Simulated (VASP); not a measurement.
# BaO (Fm-3m) in VASP: further runs

Runs on BaO. Level: PBEsol. Tasks: single point.

Program: VASP 6.6.1. These are calculated values, not measurements. Logs are shortened: lines on timing, memory, paths and dates and some standing lists are left out, and cuts for length are marked.

## 1. The cell of the first run

The structure is cubic, space group Fm-3m (No. 225). Conventional cell: a = 5.490 Å, b = 5.490 Å, c = 5.490 Å, α = 90.00°, β = 90.00°, γ = 90.00°. Within 3.6 Å of Ba (site symmetry m-3m) lie 6 O at 2.75 Å. O (site symmetry m-3m) has 6 Ba at 2.75 Å within 3.6 Å.

## 2. Single point, PBEsol

Contents of INCAR:

```
SYSTEM = BaO
  PREC = Accurate
  ENCUT = 1340
  EDIFF = 1E-6
  ISMEAR = 0
  SIGMA = 0.02
  LREAL = .FALSE.
  LASPH = .TRUE.
  NELM = 120
  ALGO = Normal
  ISIF = 2
  LWAVE = .FALSE.
  LCHARG = .FALSE.
  GGA = PS
  NBANDS = 15
  GGA_COMPAT = .FALSE.
```

Contents of KPOINTS:

```
Automatic mesh
0
G
  8 8 8
  0 0 0
```

Contents of POSCAR:

```
BaO
1.0
    0.0000000000      2.7450541013      2.7450541013
    2.7450541013      0.0000000000      2.7450541013
    2.7450541013      2.7450541013      0.0000000000
Ba O
1 1
Direct
    0.0000000000      0.0000000000      0.0000000000
    0.5000000000      0.5000000000      0.5000000000
```

Potentials or basis: VASP PAW PBE potentials, release 64 (Ba_sv, O_h).

Command:

```
$ cat potpaw_PBE.64/Ba_sv/POTCAR potpaw_PBE.64/O_h/POTCAR > POTCAR
$ mpirun -np 1 vasp_std > vasp.out
```

OUTCAR:

```text
SYSTEM = BaO
   PREC = Accurate
   ENCUT = 1340
   EDIFF = 1E-6
   ISMEAR = 0
   LREAL = .FALSE.
   LASPH = .TRUE.
   NELM = 120
   ISIF = 2
   GGA = PS

 ion  position               nearest neighbor table
   1  0.000  0.000  0.000-   2 2.75   2 2.75   2 2.75   2 2.75   2 2.75   2 2.75
   2  0.500  0.500  0.500-   1 2.75   1 2.75   1 2.75   1 2.75   1 2.75   1 2.75

  LATTYP: Found a face centered cubic cell.
 ALAT       =     5.4901082026

  Lattice vectors:

 A1 = (   0.0000000000,   2.7450541013,   2.7450541013)
 A2 = (   2.7450541013,   0.0000000000,   2.7450541013)
 A3 = (   2.7450541013,   2.7450541013,   0.0000000000)

Analysis of symmetry for initial positions (statically):
=====================================================================
 Subroutine PRICEL returns:
 Original cell was already a primitive cell.

 Routine SETGRP: Setting up the symmetry group for a
 face centered cubic supercell.

 Subroutine GETGRP returns: Found 48 space group operations
 (whereof 48 operations were pure point group operations)
 out of a pool of 48 trial point group operations.

The static configuration has the point symmetry O_h .

Analysis of symmetry for dynamics (positions and initial velocities):
=====================================================================
 Subroutine PRICEL returns:
 Original cell was already a primitive cell.

 Routine SETGRP: Setting up the symmetry group for a
 face centered cubic supercell.

 Subroutine GETGRP returns: Found 48 space group operations
 (whereof 48 operations were pure point group operations)
 out of a pool of 48 trial point group operations.

The dynamic configuration has the point symmetry O_h .

 Subroutine INISYM returns: Found 48 space group operations
 (whereof 48 operations are pure point group operations),
 and found     1 'primitive' translations

----------------------------------------------------------------------------------------

                                     Primitive cell

  volume of cell :      41.3697

  direct lattice vectors                    reciprocal lattice vectors
     0.000000000  2.745054101  2.745054101    -0.182145773  0.182145773  0.182145773
     2.745054101  0.000000000  2.745054101     0.182145773 -0.182145773  0.182145773
     2.745054101  2.745054101  0.000000000     0.182145773  0.182145773 -0.182145773

  length of vectors
     3.882092740  3.882092740  3.882092740     0.315485732  0.315485732  0.315485732

  position of ions in fractional coordinates (direct lattice)
     0.000000000  0.000000000  0.000000000
     0.500000000  0.500000000  0.500000000

  ion indices of the primitive-cell ions
   primitive index   ion index
                 1           1
                 2           2

----------------------------------------------------------------------------------------

 KPOINTS: Automatic mesh

Automatic generation of k-mesh.
 Grid dimensions read from file:
 generate k-points for:    8    8    8

 Generating k-lattice:

  Cartesian coordinates                     Fractional coordinates (reciprocal lattice)
    -0.022768222  0.022768222  0.022768222     0.125000000  0.000000000  0.000000000
     0.022768222 -0.022768222  0.022768222     0.000000000  0.125000000  0.000000000
     0.022768222  0.022768222 -0.022768222     0.000000000  0.000000000  0.125000000

  Length of vectors
     0.039435717  0.039435717  0.039435717

  Shift w.r.t. Gamma in fractional coordinates (k-lattice)
     0.000000000  0.000000000  0.000000000

 Subroutine IBZKPT returns following result:
 ===========================================

 Found     29 irreducible k-points:

 Following reciprocal coordinates:
            Coordinates               Weight
  0.000000  0.000000  0.000000      1.000000
  0.125000  0.000000  0.000000      8.000000
  0.250000  0.000000  0.000000      8.000000
  0.375000  0.000000  0.000000      8.000000
  0.500000  0.000000  0.000000      4.000000
  0.125000  0.125000  0.000000      6.000000
[... 16 lines left out ...]
  0.500000  0.250000  0.125000     48.000000
 -0.375000  0.250000  0.125000     24.000000
 [... further k-points ...]
   k-points           NKPTS =     29   k-points in BZ     NKDIM =     29   number of bands    NBANDS=     15
   number of dos      NEDOS =    301   number of ions     NIONS =      2
   total plane-waves  NPLWV = 110592
   dimension x,y,z NGX =    48 NGY =   48 NGZ =   48
   dimension x,y,z NGXF=    96 NGYF=   96 NGZF=   96
   ions per type =               1   1
   NGX,Y,Z   is equivalent  to a cutoff of  20.56, 20.56, 20.56 a.u.
   NGXF,Y,Z  is equivalent  to a cutoff of  41.11, 41.11, 41.11 a.u.
 SYSTEM =  BaO
   PREC   = accura    normal or accurate (medium, high low for compatibility)
   ISTART =      0    job   : 0-new  1-cont  2-samecut
   ICHARG =      2    charge: 1-file 2-atom 10-const
   ISPIN  =      1    spin polarized calculation?
   LNONCOLLINEAR =      F non collinear calculations
   LSORBIT =      F    spin-orbit coupling
   LASPH  =      T    aspherical Exc in radial PAW
   ENCUT  = 1340.0 eV  98.49 Ry    9.92 a.u.  11.59 11.59 11.59*2*pi/ulx,y,z
   NELM   =    120;   NELMIN=  2; NELMDL= -5     # of ELM steps
   EDIFF  = 0.1E-05   stopping-criterion for ELM
   LREAL  =      F    real-space projection
   EDIFFG = 0.1E-04   stopping-criterion for IOM
   NSW    =      0    number of steps for IOM
   IBRION =     -1    ionic relax: 0-MD 1-quasi-New 2-CG
   NFREE  =      0    steps in history (QN), initial steepest desc. (CG)
   ISIF   =      2    stress and relaxation
   ISYM   =      2    0-nonsym 1-usesym 2-fastsym
   POTIM  = 0.5000    time-step for ionic-motion
   TEBEG  =    0.0;   TEEND  =   0.0 temperature during run
   PSTRESS=    0.0 pullay stress
   NELECT =      16.0000    total number of electrons
   NUPDOWN=      -1.0000    fix difference up-down
   EMIN   =  10.00;   EMAX   =-10.00  energy-range for DOS
   EFERMI =   0.00;   METHOD = LEGACY
   ISMEAR =     0;   SIGMA  =   0.02  broadening in eV -4-tet -1-fermi 0-gaus
   EFERMI_NEDOS =   21; number of points for ismear=-14 and -15
   IALGO  =     38    algorithm
   IMIX   =      4    mixing-type and parameters
     AMIX     =   0.40;   BMIX     =  1.00
     AMIX_MAG =   1.60;   BMIX_MAG =  1.00
  volume/ion in A,a.u.               =      20.68       139.59
  Fermi-wavevector in a.u.,A,eV,Ry     =   1.192762  2.253994 19.356764  1.422682
  Thomas-Fermi vector in A             =   2.328793
   LORBIT       =      0    0 simple, 1 ext, 2 COOP (PROOUT), +10 PAW based schemes
   GGA     = PS    functional components
   LHFCALC =     F    Hartree Fock is set to
   AEXX    =    0.0000 exact exchange contribution
   IVDW    =     0    specifies the selected vdW correction
   LEPSILON=     F    determine dielectric tensor
   LRPA    =     F    only Hartree local field effects (RPA)
 non-spin polarized calculation
 Gauss-broadening in eV      SIGMA  =   0.02
  energy-cutoff  :     1340.00
  volume of cell :       41.37
 maximum number of plane-waves:      4645
 NGX is ok and might be reduce to    48
   NGX = 23   NGY = 23   NGZ = 23

 number of electron      16.0000000 magnetization

 Free energy of the ion-electron system (eV)
  ---------------------------------------------------
  ext. energy  EPLUGINS =         0.00000000
  ---------------------------------------------------
  free energy    TOTEN  =       -12.39929237 eV

  energy without entropy =      -12.39929237  energy(sigma->0) =      -12.39929237

 E-fermi :   2.2327     XC(G=0):  -9.9810

 val. band max:        2.0829954385   @ k =   0.5000   0.5000   0.0000
 cond. band min:       3.8540984473   @ k =   0.5000   0.5000   0.0000
 fundamental gap:      1.7711030088
 Fermi energy:         2.2326749635

 k-point     1 :       0.0000    0.0000    0.0000
  band No.  band energies     occupation
      1     -23.7682      2.00000
      2     -12.9272      2.00000
      3      -8.2027      2.00000
      4      -8.2027      2.00000
      5      -8.2027      2.00000
      6       1.6562      2.00000
      7       1.6562      2.00000
      8       1.6562      2.00000
      9       5.5591      0.00000
     10       6.6949      0.00000
     11       6.6949      0.00000
     12       6.6949      0.00000
     13       9.0513      0.00000
     14       9.0513      0.00000
     15      11.8505      0.00000

 k-point     2 :       0.1250    0.0000    0.0000
  band No.  band energies     occupation
      1     -23.7270      2.00000
      2     -13.0462      2.00000
      3      -8.2409      2.00000
      4      -8.2223      2.00000
      5      -8.2223      2.00000
      6       1.3000      2.00000
      7       1.4423      2.00000
      8       1.4423      2.00000
      9       6.2131      0.00000
     10       6.5690      0.00000
     11       6.9970      0.00000
     12       6.9970      0.00000
     13       9.4731      0.00000
     14       9.4731      0.00000
     15      12.8574      0.00000

 k-point     3 :       0.2500    0.0000    0.0000
  band No.  band energies     occupation
      1     -23.6250      2.00000
      2     -13.3342      2.00000
      3      -8.3261      2.00000
      4      -8.2684      2.00000
      5      -8.2684      2.00000
      6       0.6393      2.00000
      7       0.9888      2.00000
      8       0.9888      2.00000
      9       6.4570      0.00000
     10       7.8167      0.00000
     11       7.8167      0.00000
     12       7.8554      0.00000
     13      10.5139      0.00000
     14      10.5139      0.00000
     15      15.0351      0.00000
[... 343 lines left out ...]
 k-point    23 :       0.5000    0.2500    0.1250
  band No.  band energies     occupation
      1     -23.4675      2.00000
      2     -13.5077      2.00000
      3      -8.8758      2.00000
      4      -8.7263      2.00000
      5      -8.3284      2.00000
      6       0.5131      2.00000
      7       0.7846      2.00000
      8       1.4572      2.00000
      9       6.1068      0.00000
     10       8.0565      0.00000
     11       9.5206      0.00000
     12       9.6552      0.00000
     13      11.7469      0.00000
     14      13.2097      0.00000
     15      14.9284      0.00000

 k-point    24 :      -0.3750    0.2500    0.1250
  band No.  band energies     occupation
      1     -23.4320      2.00000
      2     -13.5626      2.00000
      3      -8.8961      2.00000
      4      -8.8912      2.00000
      5      -8.3177      2.00000
      6       0.3985      2.00000
      7       1.0648      2.00000
      8       1.1293      2.00000
      9       6.8679      0.00000
     10       7.4844      0.00000
     11      10.0277      0.00000
     12      10.0463      0.00000
     13      12.3439      0.00000
     14      13.9551      0.00000
     15      14.3030      0.00000

 [... further k-points ...]

------------------------ aborting loop because EDIFF is reached ----------------------------------------

  FORCE on cell =-STRESS in cart. coord.  units (eV):
  Direction    XX          YY          ZZ          XY          YZ          ZX
  --------------------------------------------------------------------------------------
  -------------------------------------------------------------------------------------
  Total        0.4801402      0.4801402      0.4801402      0.0000000      0.0000000      0.0000000
  in kB       18.5949877     18.5949877     18.5949877      0.0000000      0.0000000      0.0000000
  external PRESSURE =      18.5949877 kB  Pullay stress =       0.0000000 kB

 VOLUME and BASIS-vectors are now :
 -----------------------------------------------------------------------------
  energy-cutoff  :     1340.00
  volume of cell :       41.37
      direct lattice vectors                 reciprocal lattice vectors
     0.000000000  2.745054101  2.745054101    -0.182145773  0.182145773  0.182145773
     2.745054101  0.000000000  2.745054101     0.182145773 -0.182145773  0.182145773
     2.745054101  2.745054101  0.000000000     0.182145773  0.182145773 -0.182145773

 POSITION                                       TOTAL-FORCE (eV/Angst)
 -----------------------------------------------------------------------------------
      0.00000      0.00000      0.00000        -0.000000      0.000000     -0.000000
      2.74505      2.74505      2.74505         0.000000     -0.000000      0.000000
 -----------------------------------------------------------------------------------
    total drift:                               -0.000000     -0.000000     -0.000000

  FREE ENERGIE OF THE ION-ELECTRON SYSTEM (eV)
  ---------------------------------------------------
  free  energy   TOTEN  =       -12.3992923689 eV

  energy  without entropy=      -12.3992923689  energy(sigma->0) =      -12.39929237
```

Wall time 62 s (1 thread of AMD EPYC 7R43 (Zen 3), shared host); peak memory 0.32 GiB.

Results:

| Quantity | Value |
| --- | --- |
| Free energy | -12.3993 eV |
| Pressure | 1.9 GPa |
| Band gap on the k mesh | 1.77 eV |

Caveat: the PAW data sets were made with another functional, which shifts forces and pressure a little; spin-orbit coupling is left out, which moves the levels of the heavy elements. A k mesh can miss the band edges.

## 3. Single point, PBEsol

Contents of INCAR:

```
  ALGO = Normal
  EDIFF = 1E-6
  ENCUT = 1340
  GGA = PS
  GGA_COMPAT = F
  ISIF = 2
  ISMEAR = 0
  LASPH = T
  LCHARG = F
  LREAL = F
  LWAVE = F
  NBANDS = 15
  NELM = 120
  PREC = Accurate
  SIGMA = 0.02
```

Contents of KPOINTS:

```
k-points
0
Gamma
  8 8 8
```

POSCAR is that of step 2.

Potentials or basis: VASP PAW PBE potentials, release 64 (Ba_sv, O_h).

Command:

```
$ cat potpaw_PBE.64/Ba_sv/POTCAR potpaw_PBE.64/O_h/POTCAR > POTCAR
$ mpirun -np 1 vasp_std > vasp.out
```

Wall time 73 s (1 thread of AMD EPYC 7R43 (Zen 3), shared host); peak memory 0.32 GiB.

It converged, with:

```
Free energy            : -12.3993 eV
Pressure               : 1.9 GPa
Band gap on the k mesh : 1.77 eV
```

Levels at points of the mesh, in eV from the valence-band top:
| k point | band 5 | band 6 | band 7 | band 8 | band 9 | band 10 | band 11 | band 12 |
| --- | --- | --- | --- | --- | --- | --- | --- | --- |
| (0.00, 0.00, 0.00) | -10.29 | -0.43 | -0.43 | -0.43 | 3.48 | 4.61 | 4.61 | 4.61 |
| (0.50, 0.00, 0.00) | -10.41 | -2.17 | -1.63 | -1.63 | 4.88 | 7.22 | 7.22 | 8.15 |
| (0.50, 0.50, 0.00) | -10.93 | -0.20 | -0.20 | 0.00 | 1.77 | 6.03 | 9.02 | 9.38 |

Caveat: the PAW data sets were made with another functional, which shifts forces and pressure a little; spin-orbit coupling is left out, which moves the levels of the heavy elements. A k mesh can miss the band edges.
